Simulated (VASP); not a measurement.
Input of a VASP 6.6.1 run:

The input INCAR:

```
SYSTEM = Hf
ALGO = Fast
EDIFF = 1E-7
ENCUT = 520
GGA = PS
ISIF = 2
ISMEAR = 0
LASPH = .TRUE.
LCHARG = .FALSE.
LREAL = .FALSE.
LWAVE = .FALSE.
NBANDS = 17
NELM = 60
PREC = Accurate
SIGMA = 0.1
```

Contents of KPOINTS:

```
k-points
0
G
  15 15 8
  0 0 0
```

File POSCAR:

```
Hf
1.0
    3.1602689348      0.0000000000      0.0000000000
   -1.5801344674      2.7368731803      0.0000000000
    0.0000000000      0.0000000000      4.9962244841
Hf
2
Direct
    0.3333333333      0.6666666667      0.2500000000
    0.6666666667      0.3333333333      0.7500000000
```

Potentials or basis: VASP PAW PBE potentials, release 64 (Hf_pv).

Launch:

```bash
$ cat potpaw_PBE.64/Hf_pv/POTCAR > POTCAR
$ mpirun -np 1 vasp_std > vasp.out
```

Question: Predict the pressure.

Answer: -0.4 GPa.

Question: Predict the band gap on the k mesh.

Answer: Zero (band 10 reaches 6.17 eV, above the bottom of band 11 at 4.56 eV).

Stress tensor (GPa, compression positive):
```
-0.32  0.00  0.00
 0.00 -0.32  0.00
 0.00  0.00 -0.45
```

Caveat: the PAW data sets were made with another functional, which shifts forces and pressure a little; spin-orbit coupling is left out, which moves the levels of the heavy elements.
